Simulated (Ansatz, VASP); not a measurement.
# One calculation of Ir, two programs

```xyz
1
Lattice="0.0000 1.9228 1.9228 1.9228 0.0000 1.9228 1.9228 1.9228 0.0000" Properties=species:S:1:pos:R:3 pbc="T T T"
Ir    0.0000    0.0000    0.0000
```

Alike in both runs: task single point; functional r2SCAN; k mesh 14 × 14 × 14; occupations fermi-dirac, width 0.6 eV; no spin polarisation.

```csv
,VASP,Ansatz
version,VASP 6.6.1,Ansatz 0.2.0
potentials or method,"VASP PAW PBE potentials, release 64 (Ir_sv_GW), cutoff 550 eV","plane waves (500 eV) with PAW, scalar-relativistic"
valence electrons in the cell,17,17
```

VASP gave:

- pressure (GPa): 7.3

Q: Which values does Ansatz return?

A: Pressure (GPa): 9.5.

VASP's potentials were made for PBE, not for r2SCAN.

Neither program's run includes spin-orbit coupling.
